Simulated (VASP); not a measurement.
Wanted: the native input for a VASP 6.6.1 run.

```yaml
Task: relaxation of cell and atoms
Functional: PBEsol
Potentials_or_basis: VASP PAW PBE potentials, release 64 (Sb)
Cutoff: 600 eV
k_mesh: 12 × 12 × 12
Occupations: gaussian, width 0.1 eV
Spin: no spin polarisation
Dipole_correction: no
Further_INCAR_settings: ALGO = Normal; EDIFF = 1e-07; IBRION = 2; EDIFFG = -0.002; NSW = 100; ISIF = 3
```

The structure of Sb lies in POSCAR:

```
Sb
1.0
    2.1506000000      1.2416494900      3.7440000000
   -2.1506000000      1.2416494900      3.7440000000
    0.0000000000     -2.4832989800      3.7440000000
Sb
2
Direct
    0.2336400000      0.2336400000      0.2336400000
    0.7663600000      0.7663600000      0.7663600000
```

One way to write it, as run:

INCAR

```
SYSTEM = Sb
ALGO = Normal
EDIFF = 1E-7
EDIFFG = -0.002
ENCUT = 600
GGA = PS
IBRION = 2
ISIF = 3
ISMEAR = 0
LASPH = .TRUE.
LCHARG = .FALSE.
LREAL = .FALSE.
LWAVE = .FALSE.
NELM = 80
NSW = 100
PREC = Accurate
SIGMA = 0.1
```

KPOINTS

```
k-points
0
G
  12 12 12
  0 0 0
```

Potentials or basis: VASP PAW PBE potentials, release 64 (Sb).

Run with:

```bash
$ cat potpaw_PBE.64/Sb/POTCAR > POTCAR
$ mpirun -np 1 vasp_std > vasp.out
```

Results of the run:

- Relaxed volume: 29.82 Å³/atom
- Relaxed cell: a = 4.448 Å, b = 4.448 Å, c = 4.448 Å, α = 58.20°, β = 58.20°, γ = 58.20°
- Space group after relaxing (to 0.1 Å): R-3m (No. 166)
- Energy gained by relaxing: 3.6 meV/atom
- Ionic steps: 9
- Pressure after relaxing: 0.0 GPa
- Band gap on the k mesh: zero (bands 5 and 6 overlap by 0.26 eV)

Caveat: the PAW data sets were made with another functional, which shifts forces and pressure a little; spin-orbit coupling is left out, which moves the levels of the heavy elements.

It took 8.9 min on 1 thread of AMD EPYC 7R13, on a shared host, peak memory 0.27 GiB.
